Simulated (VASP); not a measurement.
Runs of VASP 6.6.1 on P. The structure is that of space group P6_3/mmc (No. 194), or close to it. The cells are those of the table. 

```csv
task,cell,k mesh,cutoff (eV),gap on the mesh (eV),pressure (GPa),relaxed volume (Å³/atom)
single point,"a = 3.495, b = 3.495, c = 5.673 Å, angles 90.0, 90.0, 120.0°, 2 atoms",6 × 6 × 4,520,none,-16.5,-
relaxation of cell and atoms,"relaxed from a = 3.495, b = 3.495, c = 5.673 Å, angles 90.0, 90.0, 120.0°, 2 atoms",6 × 6 × 4,600,none,0.0,14.68
single point,"a = 3.267, b = 3.267, c = 3.202 Å, angles 90.0, 90.0, 120.0°, 2 atoms",6 × 6 × 6,520,none,-0.4,-
relaxation of cell and atoms,"relaxed from a = 2.711, b = 2.711, c = 4.614 Å, angles 90.0, 90.0, 120.0°, 2 atoms",9 × 9 × 4,600,none,0.2,15.27
relaxation of cell and atoms,"relaxed from a = 3.308, b = 3.308, c = 3.235 Å, angles 90.0, 90.0, 120.0°, 2 atoms",6 × 6 × 6,600,none,0.0,(b)
single point,"a = 3.308, b = 3.308, c = 3.235 Å, angles 90.0, 90.0, 120.0°, 2 atoms",9 × 9 × 4,520,none,(a),-
single point,"a = 2.711, b = 2.711, c = 4.614 Å, angles 90.0, 90.0, 120.0°, 2 atoms",6 × 6 × 4,520,none,-0.1,-
```

Alike in all rows: level r2SCAN; potentials or basis VASP PAW PBE potentials, release 64 (P); no spin polarisation; smearing gaussian 0.1 eV.

Task: Fill in the values left out.

Result: (a) -0.3; (b) 14.75.

Caveats: some runs use coarse meshes; the PAW data sets were made with another functional, which shifts forces and pressure a little; the volume moved by over 15 % at a fixed basis, so the end points are rough (some runs).

A gap of «none» marks levels without a gap at the run's occupations.
